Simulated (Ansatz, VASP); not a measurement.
## GaN in VASP and in Ansatz

File INCAR:

```
ALGO = Normal
EDIFF = 1E-6
ENCUT = 520
GGA = PE
ISIF = 2
ISMEAR = -1
LASPH = T
LCHARG = T
LELF = T
LREAL = F
LVHAR = T
LWAVE = F
NBANDS = 16
NELM = 100
PREC = Accurate
SIGMA = 0.08
```

File KPOINTS:

```
k-points
0
Gamma
  14 14 14
```

File POSCAR:

```
GaN
1.0
    2.2475641932      0.0000000000      0.0000000000
    0.0000000000      2.2475641932      0.0000000000
    0.0000000000      0.0000000000      2.2475641932
Ga N
1 1
Direct
    0.0000000000      0.0000000000      0.0000000000
    0.5000000000      0.5000000000      0.5000000000
```

Input for Ansatz:

```yaml
crystal:
  lattice:
    - [2.2475641932, 0.0, 0.0]
    - [0.0, 2.2475641932, 0.0]
    - [0.0, 0.0, 2.2475641932]
  atoms:
    - { symbol: Ga, position: [0.0, 0.0, 0.0] }
    - { symbol: "N", position: [0.5, 0.5, 0.5] }
kpoints:
  mp_grid: { grid: [14, 14, 14] }
scf:
  occupations: { method: fermi_dirac, width: 0.08 }
hamiltonian:
  xc: pbe
  pseudopotentials: { kind: paw, level: accurate }
output:
  forces: true
  stress: true
  eigenvalues: true
```

Alike in both runs: task single point; functional PBE; k mesh 14 × 14 × 14; occupations fermi-dirac, width 0.08 eV; no spin polarisation.

|  | VASP | Ansatz |
| --- | --- | --- |
| version | VASP 6.6.1 | Ansatz 0.2.0 |
| potentials or method | VASP PAW PBE potentials, release 64 (Ga_d, N) | PAW with other files of Ansatz's library (level accurate), scalar-relativistic |
| plane-wave cutoff (eV) | 520 | 1300 |
| valence electrons in the cell | 18 | 26 |

VASP gave:

| Item | Value |
| --- | --- |
| pressure (GPa) | 348.2 |

Question: What did Ansatz give for the same quantities?

Answer: Pressure (GPa): 343.6.

Both programs put the cell under a high pressure, so it lies far from rest at this level. VASP's potentials hold 18 valence electrons a cell and Ansatz's 26, so a difference there can come from the potentials and not from the codes.

Noted on VASP's run: the cell as given lies far from equilibrium.
